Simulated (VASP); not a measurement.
# TlAgS2 (P4/mmm) in VASP: a series of runs

Runs on TlAgS2. Level: PBE. Tasks: single point.

Everything below comes from runs of VASP 6.6.1. Logs are shortened: lines on timing, memory, paths and dates and some standing lists are left out, and cuts for length are marked.

**1. The cell of the first run**

It takes space group P4/mmm (No. 123, tetragonal). The conventional cell has a = 4.931 Å, b = 4.931 Å, c = 3.793 Å, α = 90.00°, β = 90.00°, γ = 90.00°. Tl (site symmetry 4/mmm) has 8 S at 3.11 Å and 2 Tl at 3.79 Å and 8 Ag at 3.97 Å within 4.1 Å. Ag (site symmetry 4/mmm) has 4 S at 2.47 Å within 3.3 Å. Within 3.3 Å of S (site symmetry mmm) lie 2 Ag at 2.47 Å and 4 Tl at 3.11 Å.

**2. Single point, PBE**

File INCAR:

```
SYSTEM = TlAgS2
PREC = Accurate
ENCUT = 520
EDIFF = 1E-7
ISMEAR = 0
SIGMA = 0.1
LREAL = .False.
LASPH = .True.
NELM = 80
ALGO = Normal
ISIF = 2
LWAVE = .False.
LCHARG = .True.
GGA = PE
LELF = .True.
LVHAR = .True.
NBANDS = 26
```

File KPOINTS:

```
Automatic mesh
0
Gamma
  10 10 12
  0 0 0
```

File POSCAR:

```
TlAgS2
1.0
    4.9308628388      0.0000000000      0.0000000000
    0.0000000000      4.9308628388      0.0000000000
    0.0000000000      0.0000000000      3.7933823735
Tl Ag S
1 1 2
Direct
    0.5000000000      0.5000000000      0.5000000000
    0.0000000000      0.0000000000      0.0000000000
    0.5000000000      0.0000000000      0.0000000000
    0.0000000000      0.5000000000      0.0000000000
```

Potentials or basis: VASP PAW PBE potentials, release 64 (Tl_d, Ag, S).

Launch:

```sh
cat potpaw_PBE.64/Tl_d/POTCAR potpaw_PBE.64/Ag/POTCAR potpaw_PBE.64/S/POTCAR > POTCAR
mpirun -np 1 vasp_std > vasp.out
```

OUTCAR:

```text
SYSTEM = TlAgS2
   PREC = Accurate
   ENCUT = 520
   EDIFF = 1E-7
   ISMEAR = 0
   LREAL = .False.
   LASPH = .True.
   NELM = 80
   ISIF = 2
   GGA = PE

 ion  position               nearest neighbor table
   1  0.500  0.500  0.500-   3 3.11   4 3.11   3 3.11   4 3.11   3 3.11   3 3.11   4 3.11   4 3.11

   2  0.000  0.000  0.000-   3 2.47   4 2.47   4 2.47   3 2.47
   3  0.500  0.000  0.000-   2 2.47   2 2.47   1 3.11   1 3.11   1 3.11   1 3.11
   4  0.000  0.500  0.000-   2 2.47   2 2.47   1 3.11   1 3.11   1 3.11   1 3.11

  LATTYP: Found a simple tetragonal cell.
 ALAT       =     4.9308628388
 C/A-ratio  =     0.7693141135

  Lattice vectors:

 A1 = (   4.9308628388,   0.0000000000,   0.0000000000)
 A2 = (   0.0000000000,   4.9308628388,   0.0000000000)
 A3 = (   0.0000000000,   0.0000000000,   3.7933823735)

Analysis of symmetry for initial positions (statically):
=====================================================================
 Subroutine PRICEL returns:
 Original cell was already a primitive cell.

 Routine SETGRP: Setting up the symmetry group for a
 simple tetragonal supercell.

 Subroutine GETGRP returns: Found 16 space group operations
 (whereof 16 operations were pure point group operations)
 out of a pool of 16 trial point group operations.

The static configuration has the point symmetry D_4h.

Analysis of symmetry for dynamics (positions and initial velocities):
=====================================================================
 Subroutine PRICEL returns:
 Original cell was already a primitive cell.

 Routine SETGRP: Setting up the symmetry group for a
 simple tetragonal supercell.

 Subroutine GETGRP returns: Found 16 space group operations
 (whereof 16 operations were pure point group operations)
 out of a pool of 16 trial point group operations.

The dynamic configuration has the point symmetry D_4h.

 Subroutine INISYM returns: Found 16 space group operations
 (whereof 16 operations are pure point group operations),
 and found     1 'primitive' translations

----------------------------------------------------------------------------------------

                                     Primitive cell

  volume of cell :      92.2301

  direct lattice vectors                    reciprocal lattice vectors
     4.930862839  0.000000000  0.000000000     0.202804262  0.000000000  0.000000000
     0.000000000  4.930862839  0.000000000     0.000000000  0.202804262  0.000000000
     0.000000000  0.000000000  3.793382374     0.000000000  0.000000000  0.263616979

  length of vectors
     4.930862839  4.930862839  3.793382374     0.202804262  0.202804262  0.263616979

  position of ions in fractional coordinates (direct lattice)
     0.500000000  0.500000000  0.500000000
     0.000000000  0.000000000  0.000000000
     0.500000000  0.000000000  0.000000000
     0.000000000  0.500000000  0.000000000

  ion indices of the primitive-cell ions
   primitive index   ion index
                 1           1
                 2           2
                 3           3
                 4           4

----------------------------------------------------------------------------------------

 KPOINTS: Automatic mesh

Automatic generation of k-mesh.
 Grid dimensions read from file:
 generate k-points for:   10   10   12

 Generating k-lattice:

  Cartesian coordinates                     Fractional coordinates (reciprocal lattice)
     0.020280426  0.000000000  0.000000000     0.100000000  0.000000000  0.000000000
     0.000000000  0.020280426  0.000000000     0.000000000  0.100000000  0.000000000
     0.000000000  0.000000000  0.021968082     0.000000000  0.000000000  0.083333333

  Length of vectors
     0.020280426  0.020280426  0.021968082

  Shift w.r.t. Gamma in fractional coordinates (k-lattice)
     0.000000000  0.000000000  0.000000000

 Subroutine IBZKPT returns following result:
 ===========================================

 Found    147 irreducible k-points:

 Following reciprocal coordinates:
            Coordinates               Weight
  0.000000  0.000000  0.000000      1.000000
  0.100000  0.000000  0.000000      4.000000
  0.200000  0.000000  0.000000      4.000000
  0.300000  0.000000  0.000000      4.000000
  0.400000  0.000000  0.000000      4.000000
  0.500000  0.000000  0.000000      2.000000
[... 16 lines left out ...]
  0.100000  0.000000  0.083333      8.000000
  0.200000  0.000000  0.083333      8.000000
 [... further k-points ...]
   k-points           NKPTS =    147   k-points in BZ     NKDIM =    147   number of bands    NBANDS=     26
   number of dos      NEDOS =    301   number of ions     NIONS =      4
   total plane-waves  NPLWV =  44800
   dimension x,y,z NGX =    40 NGY =   40 NGZ =   28
   dimension x,y,z NGXF=    80 NGYF=   80 NGZF=   56
   ions per type =               1   1   2
   NGX,Y,Z   is equivalent  to a cutoff of  13.49, 13.49, 12.27 a.u.
   NGXF,Y,Z  is equivalent  to a cutoff of  26.97, 26.97, 24.54 a.u.
 SYSTEM =  TlAgS2
   PREC   = accura    normal or accurate (medium, high low for compatibility)
   ISTART =      0    job   : 0-new  1-cont  2-samecut
   ICHARG =      2    charge: 1-file 2-atom 10-const
   ISPIN  =      1    spin polarized calculation?
   LNONCOLLINEAR =      F non collinear calculations
   LSORBIT =      F    spin-orbit coupling
   LASPH  =      T    aspherical Exc in radial PAW
   ENCUT  =  520.0 eV  38.22 Ry    6.18 a.u.   9.17  9.17  7.05*2*pi/ulx,y,z
   NELM   =     80;   NELMIN=  2; NELMDL= -5     # of ELM steps
   EDIFF  = 0.1E-06   stopping-criterion for ELM
   LREAL  =      F    real-space projection
   EDIFFG = 0.1E-05   stopping-criterion for IOM
   NSW    =      0    number of steps for IOM
   IBRION =     -1    ionic relax: 0-MD 1-quasi-New 2-CG
   NFREE  =      0    steps in history (QN), initial steepest desc. (CG)
   ISIF   =      2    stress and relaxation
   ISYM   =      2    0-nonsym 1-usesym 2-fastsym
   POTIM  = 0.5000    time-step for ionic-motion
   TEBEG  =    0.0;   TEEND  =   0.0 temperature during run
   PSTRESS=    0.0 pullay stress
   NELECT =      36.0000    total number of electrons
   NUPDOWN=      -1.0000    fix difference up-down
   EMIN   =  10.00;   EMAX   =-10.00  energy-range for DOS
   EFERMI =   0.00;   METHOD = LEGACY
   ISMEAR =     0;   SIGMA  =   0.10  broadening in eV -4-tet -1-fermi 0-gaus
   EFERMI_NEDOS =   21; number of points for ismear=-14 and -15
   IALGO  =     38    algorithm
   IMIX   =      4    mixing-type and parameters
     AMIX     =   0.40;   BMIX     =  1.00
     AMIX_MAG =   1.60;   BMIX_MAG =  1.00
  volume/ion in A,a.u.               =      23.06       155.60
  Fermi-wavevector in a.u.,A,eV,Ry     =   1.196423  2.260912 19.475768  1.431429
  Thomas-Fermi vector in A             =   2.332364
   LORBIT       =      0    0 simple, 1 ext, 2 COOP (PROOUT), +10 PAW based schemes
   GGA     = PE    functional components
   LHFCALC =     F    Hartree Fock is set to
   AEXX    =    0.0000 exact exchange contribution
   IVDW    =     0    specifies the selected vdW correction
   LEPSILON=     F    determine dielectric tensor
   LRPA    =     F    only Hartree local field effects (RPA)
 non-spin polarized calculation
 Gauss-broadening in eV      SIGMA  =   0.10
  energy-cutoff  :      520.00
  volume of cell :       92.23
 maximum number of plane-waves:      2528
 NGX is ok and might be reduce to    40
   NGX = 19   NGY = 19   NGZ = 15

 number of electron      35.9999997 magnetization

 Free energy of the ion-electron system (eV)
  ---------------------------------------------------
  ext. energy  EPLUGINS =         0.00000000
  ---------------------------------------------------
  free energy    TOTEN  =       -12.85720662 eV

  energy without entropy =      -12.84384106  energy(sigma->0) =      -12.85052384

 E-fermi :   4.5777     XC(G=0):  -9.9211

 val. band max:        4.5766480428   @ k =   0.5000   0.5000   0.0000
 cond. band min:       4.5820642758   @ k =   0.3000   0.0000   0.4167
 fundamental gap:      0.0054162330
 Fermi energy:         4.5776635150

 k-point     1 :       0.0000    0.0000    0.0000
  band No.  band energies     occupation
      1      -8.3277      2.00000
      2      -7.3259      2.00000
      3      -5.8270      2.00000
      4      -5.6902      2.00000
      5      -5.6670      2.00000
      6      -5.6670      2.00000
[... 18 lines left out ...]
     25      13.2558      0.00000
     26      13.3160      0.00000

 k-point     2 :       0.1000    0.0000    0.0000
  band No.  band energies     occupation
      1      -8.2894      2.00000
      2      -7.3261      2.00000
      3      -5.8269      2.00000
      4      -5.6914      2.00000
      5      -5.6692      2.00000
      6      -5.6669      2.00000
[... 18 lines left out ...]
     25      12.9586      0.00000
     26      13.5729      0.00000

 k-point     3 :       0.2000    0.0000    0.0000
  band No.  band energies     occupation
      1      -8.1793      2.00000
      2      -7.3347      2.00000
      3      -5.8274      2.00000
      4      -5.6945      2.00000
      5      -5.6749      2.00000
      6      -5.6666      2.00000
[... 18 lines left out ...]
     25      12.8428      0.00000
     26      13.8908      0.00000

 k-point     4 :       0.3000    0.0000    0.0000
  band No.  band energies     occupation
      1      -8.0124      2.00000
      2      -7.3726      2.00000
      3      -5.8297      2.00000
      4      -5.6983      2.00000
      5      -5.6819      2.00000
      6      -5.6662      2.00000
[... 18 lines left out ...]
     25      13.0730      0.00000
     26      13.7717      0.00000
[... 496 lines left out ...]
      1      -8.2994      2.00000
      2      -7.3021      2.00000
      3      -5.8121      2.00000
      4      -5.6891      2.00000
      5      -5.6781      2.00000
      6      -5.6781      2.00000
[... 18 lines left out ...]
     25      12.8711      0.00000
     26      13.5840      0.00000

 k-point    23 :       0.1000    0.0000    0.0833
  band No.  band energies     occupation
      1      -8.2618      2.00000
      2      -7.3034      2.00000
      3      -5.8120      2.00000
      4      -5.6903      2.00000
      5      -5.6800      2.00000
      6      -5.6780      2.00000
[... 18 lines left out ...]
     25      12.8291      0.00000
     26      13.7759      0.00000

 k-point    24 :       0.2000    0.0000    0.0833
  band No.  band energies     occupation
      1      -8.1537      2.00000
      2      -7.3146      2.00000
      3      -5.8125      2.00000
      4      -5.6933      2.00000
      5      -5.6836      2.00000
      6      -5.6777      2.00000
[... 18 lines left out ...]
     25      12.8326      0.00000
     26      14.0657      0.00000

 [... further k-points ...]

------------------------ aborting loop because EDIFF is reached ----------------------------------------

  FORCE on cell =-STRESS in cart. coord.  units (eV):
  Direction    XX          YY          ZZ          XY          YZ          ZX
  --------------------------------------------------------------------------------------
  -------------------------------------------------------------------------------------
  Total       -0.0580212     -0.0580212     -0.0364855      0.0000000      0.0000000      0.0000000
  in kB       -1.0079165     -1.0079165     -0.6338095      0.0000000      0.0000000      0.0000000
  external PRESSURE =      -0.8832142 kB  Pullay stress =       0.0000000 kB

 VOLUME and BASIS-vectors are now :
 -----------------------------------------------------------------------------
  energy-cutoff  :      520.00
  volume of cell :       92.23
      direct lattice vectors                 reciprocal lattice vectors
     4.930862839  0.000000000  0.000000000     0.202804262  0.000000000  0.000000000
     0.000000000  4.930862839  0.000000000     0.000000000  0.202804262  0.000000000
     0.000000000  0.000000000  3.793382374     0.000000000  0.000000000  0.263616979

 POSITION                                       TOTAL-FORCE (eV/Angst)
 -----------------------------------------------------------------------------------
      2.46543      2.46543      1.89669         0.000000      0.000000      0.000000
      0.00000      0.00000      0.00000         0.000000      0.000000      0.000000
      2.46543      0.00000      0.00000         0.000000      0.000000      0.000000
      0.00000      2.46543      0.00000         0.000000      0.000000      0.000000
 -----------------------------------------------------------------------------------
    total drift:                               -0.000000      0.000000     -0.000000

  FREE ENERGIE OF THE ION-ELECTRON SYSTEM (eV)
  ---------------------------------------------------
  free  energy   TOTEN  =       -12.8572066185 eV

  energy  without entropy=      -12.8438410564  energy(sigma->0) =      -12.85052384
```

It took 3.3 min on 1 thread of Intel Xeon 6975P-C (Granite Rapids), shared host; peak memory 0.47 GiB.

What came out:

```
Free energy            : -12.8572 eV
Pressure               : -0.1 GPa
Band gap on the k mesh : zero (bands 18 and 19 overlap by 2.41 eV)
```

Levels at points of the mesh, in eV from the Fermi level:
```
           k point  band 15  band 16  band 17  band 18  band 19  band 20  band 21  band 22
(0.00, 0.00, 0.00)    -3.35    -1.45    -1.11    -1.11    -0.24     1.56     6.82     6.93
(0.50, 0.00, 0.00)    -1.71    -1.68    -0.58    -0.33     0.58     4.07     5.51     6.85
(0.50, 0.50, 0.00)     0.00     0.00     0.06     1.56     2.22     3.44     3.44     5.42
(0.00, 0.00, 0.50)    -2.95    -1.54    -0.49    -0.49     0.48     1.98     3.36     3.36
(0.50, 0.00, 0.50)    -2.51    -2.51    -0.90    -0.71     0.05     3.60     3.64     4.71
(0.50, 0.50, 0.50)    -2.53    -1.98    -1.98     0.03     2.18     2.35     6.81     7.22
```

Caveat: spin-orbit coupling is left out, which moves the levels of the heavy elements.

**3. Single point, PBE**

File INCAR:

```
SYSTEM = TlAgS2
PREC = Accurate
ENCUT = 520
EDIFF = 1E-6
ISMEAR = 0
SIGMA = 0.1
LREAL = .FALSE.
LASPH = .TRUE.
NELM = 80
ALGO = Normal
ISIF = 2
LWAVE = .FALSE.
LCHARG = .FALSE.
GGA = PE
NBANDS = 26
```

File KPOINTS:

```
Automatic mesh
0
G
  10 10 16
  0 0 0
```

POSCAR is that of step 2.

Potentials or basis: VASP PAW PBE potentials, release 64 (Tl_d, Ag, S).

Launch:

```sh
cat potpaw_PBE.64/Tl_d/POTCAR potpaw_PBE.64/Ag/POTCAR potpaw_PBE.64/S/POTCAR > POTCAR
mpirun -np 1 vasp_std > vasp.out
```

It took 3.1 min on 1 thread of Intel Xeon 6975P-C (Granite Rapids), shared host; peak memory 0.55 GiB.

Results (log left out):

| Item | Value |
| --- | --- |
| Free energy | -12.8561 eV |
| Pressure | -0.1 GPa |
| Band gap on the k mesh | zero (bands 18 and 19 overlap by 2.41 eV) |

Levels at points of the mesh, in eV from the Fermi level:
```
           k point  band 16  band 17  band 18  band 19  band 20  band 21
(0.00, 0.00, 0.00)    -1.45    -1.11    -1.11    -0.24     1.56     6.82
(0.50, 0.00, 0.00)    -1.68    -0.58    -0.32     0.58     4.08     5.51
(0.50, 0.50, 0.00)     0.00     0.07     1.56     2.23     3.44     3.44
(0.00, 0.00, 0.50)    -1.54    -0.49    -0.49     0.49     1.98     3.36
(0.50, 0.00, 0.50)    -2.51    -0.90    -0.71     0.05     3.60     3.64
(0.50, 0.50, 0.50)    -1.98    -1.98     0.03     2.18     2.35     6.81
```

Caveat: spin-orbit coupling is left out, which moves the levels of the heavy elements.
